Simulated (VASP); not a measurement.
## Ni: single point with PBE

Ni:

```
Ni
1.0
     1.38211   -4.38434    0.00000
     1.38211    4.38434    0.00000
     0.00000    0.00000    3.65779
Ni
4
Direct
  0.09800 0.90200 0.91000
  0.59800 0.40200 0.59000
  0.90200 0.09800 0.09000
  0.40200 0.59800 0.41000
```

- Program: VASP 6.6.1
- Task: single point
- Functional: PBE
- Potentials or basis: VASP PAW PBE potentials, release 64 (Ni)
- Cutoff: 520 eV
- k mesh: 6 × 6 × 6
- Occupations: gaussian, width 0.1 eV
- Spin: collinear spin, ferromagnetic start
- Starting moments: [2.0, 2.0, 2.0, 2.0] μB

| Quantity | Value |
| --- | --- |
| Pressure | 112.0 GPa |
| Largest force | 12.554 eV/Å |
| Net moment | 2.83 μB per cell |
| Site moments | Ni +0.68 μB |
| Valence electrons inside the program's atomic spheres | Ni 10.01 |

Forces in eV/Å, atoms in the order of the input:
```
Ni   0.000 -8.379  9.348
Ni   0.000 -8.379 -9.348
Ni   0.000  8.379 -9.348
Ni   0.000  8.379  9.348
```

Stress tensor (GPa, compression positive):
```
143.13   0.00   0.00
  0.00  82.80   0.00
  0.00   0.00 110.10
```

Levels at points of the mesh, in eV from the Fermi level:
Spin up:
| k point | band 19 | band 20 | band 21 | band 22 | band 23 | band 24 |
| --- | --- | --- | --- | --- | --- | --- |
| (0.00, 0.00, 0.00) | -0.66 | -0.27 | -0.27 | 0.03 | 2.49 | 4.13 |
| (0.50, 0.00, 0.00) | -0.80 | -0.80 | -0.33 | -0.33 | 3.22 | 3.22 |
| (0.50, 0.50, 0.00) | -0.71 | -0.35 | -0.22 | 0.03 | 5.45 | 6.89 |
| (0.00, 0.00, 0.50) | -0.73 | -0.73 | -0.54 | -0.54 | 3.36 | 3.36 |
| (0.50, 0.00, 0.50) | -0.69 | -0.69 | -0.04 | -0.04 | 3.41 | 3.41 |
| (0.50, 0.50, 0.50) | -0.81 | -0.81 | -0.51 | -0.51 | 0.18 | 0.18 |
Spin down:
```tsv
k point	band 14	band 15	band 16	band 17	band 18	band 19	band 20	band 21	band 22	band 23
(0.00, 0.00, 0.00)	-1.74	-1.30	-1.07	-0.92	0.00	0.00	0.70	0.75	0.90	2.92
(0.50, 0.00, 0.00)	-2.09	-1.57	-1.57	-0.38	-0.38	0.16	0.16	0.32	0.32	3.56
(0.50, 0.50, 0.00)	-2.07	-1.87	-0.66	-0.16	-0.06	0.18	0.67	0.77	0.89	5.73
(0.00, 0.00, 0.50)	-2.49	-0.64	-0.64	-0.54	-0.54	0.20	0.20	0.21	0.21	3.59
(0.50, 0.00, 0.50)	-2.14	-1.55	-1.55	-0.35	-0.35	-0.02	-0.02	0.78	0.78	3.80
(0.50, 0.50, 0.50)	-2.20	-0.69	-0.69	-0.36	-0.36	0.10	0.10	0.23	0.23	0.75
```

Run time: 2.8 min on 1 thread of Intel(R) Xeon(R) Platinum 8259CL CPU @ 2.50GHz (Skylake/Cascade Lake) (shared host), peak memory 0.27 GiB.

Caveat: the k points lie up to 0.40 Å⁻¹ apart; forces of over 1 eV/Å act on the atoms, so gaps and moduli don't describe the material at rest.
